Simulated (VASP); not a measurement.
Input of a VASP 6.6.1 run:

Contents of POSCAR:

```
SrCl2
1.0
    0.0000000000      3.5206059550      3.5206059550
    3.5206059550      0.0000000000      3.5206059550
    3.5206059550      3.5206059550      0.0000000000
Sr Cl
1 2
Direct
    0.0000000000      0.0000000000      0.0000000000
    0.2500000000      0.2500000000      0.2500000000
    0.7500000000      0.7500000000      0.7500000000
```

INCAR.step1

```
SYSTEM = SrCl2
PREC = Accurate
ENCUT = 520
ISMEAR = 0
SIGMA = 0.05
LREAL = .FALSE.
LASPH = .TRUE.
NELM = 100
NBANDS = 19
GGA = PE
ALGO = Normal
EDIFF = 1E-4
LWAVE = .TRUE.
LCHARG = .FALSE.
```

The input INCAR.step2:

```
SYSTEM = SrCl2
PREC = Accurate
ENCUT = 520
EDIFF = 1E-6
ISMEAR = 0
SIGMA = 0.05
LREAL = .FALSE.
LASPH = .TRUE.
NELM = 100
ALGO = Normal
ISIF = 2
LWAVE = .FALSE.
LCHARG = .TRUE.
METAGGA = R2SCAN
LMIXTAU = .TRUE.
LELF = .TRUE.
LVHAR = .TRUE.
NBANDS = 19
ISTART = 1
```

The input KPOINTS:

```
Automatic mesh
0
G
  8 8 8
  0 0 0
```

Potentials or basis: VASP PAW PBE potentials, release 64 (Sr_sv, Cl).

The run is started by

```console
$ cat potpaw_PBE.64/Sr_sv/POTCAR potpaw_PBE.64/Cl/POTCAR > POTCAR
$ cp INCAR.step1 INCAR
$ mpirun -np 1 vasp_std > vasp.out
$ cp INCAR.step2 INCAR
$ mpirun -np 1 vasp_std > vasp.out
```

Task: What does it give for the band gap on the k mesh?

Result: 5.86 eV, indirect (least direct gap 6.00 eV).

Task: Predict the pressure.

Result: -0.7 GPa.

Caveat: the PAW data sets were made with another functional, which shifts forces and pressure a little. A k mesh can miss the band edges.
